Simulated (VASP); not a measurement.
Tb3YPb: single point with PBE

Tb3YPb:

```
Tb Y Pb
1.0
     6.66193    0.00000    0.00000
    -3.33097    5.76940    0.00000
     0.00000    0.00000    5.82562
Tb Y Pb
3 1 1
Direct
  0.50000 0.00000 0.00000
  0.00000 0.50000 0.00000
  0.50000 0.50000 0.00000
  0.00000 0.00000 0.00000
  0.00000 0.00000 0.50000
```

The cell was built from a structure type or drawn by symmetry, and may not be a known phase.

```json
{
  "Program": "VASP 6.6.1",
  "Task": "single point",
  "Functional": "PBE",
  "Potentials or basis": "VASP PAW PBE potentials, release 64 (Tb_3, Y_sv, Pb_d), 4f in core",
  "Cutoff": "500 eV",
  "k mesh": "4 × 4 × 3",
  "Occupations": "gaussian, width 0.2 eV",
  "Spin": "no spin polarisation"
}
```

```json
{"Pressure": "0.3 GPa", "Band gap on the k mesh": "zero (bands 26 and 27 overlap by 0.63 eV)"}
```

Stress tensor (GPa, compression positive):
```
0.37 0.00 0.00
0.00 0.37 0.00
0.00 0.00 0.02
```

Levels at points of the mesh, in eV from the Fermi level:
```tsv
k point	band 22	band 23	band 24	band 25	band 26	band 27	band 28	band 29	band 30	band 31
(0.00, 0.00, 0.00)	-1.57	-1.52	-0.27	-0.20	-0.20	-0.02	-0.02	-0.01	0.17	1.74
(0.50, 0.00, 0.00)	-0.87	-0.55	-0.38	0.09	0.15	0.26	0.30	0.32	0.66	1.07
```

Wall time 39 s on 1 thread of Intel(R) Xeon(R) 6975P-C (Granite Rapids), on a shared host, peak memory 0.35 GiB.

Caveat: spin-orbit coupling is left out, which moves the levels of the heavy elements; the 4f electrons are frozen in the core, so they carry no moment and show no levels. Spin polarisation is off, so any magnetic state and its effect on volume and gap are missing.
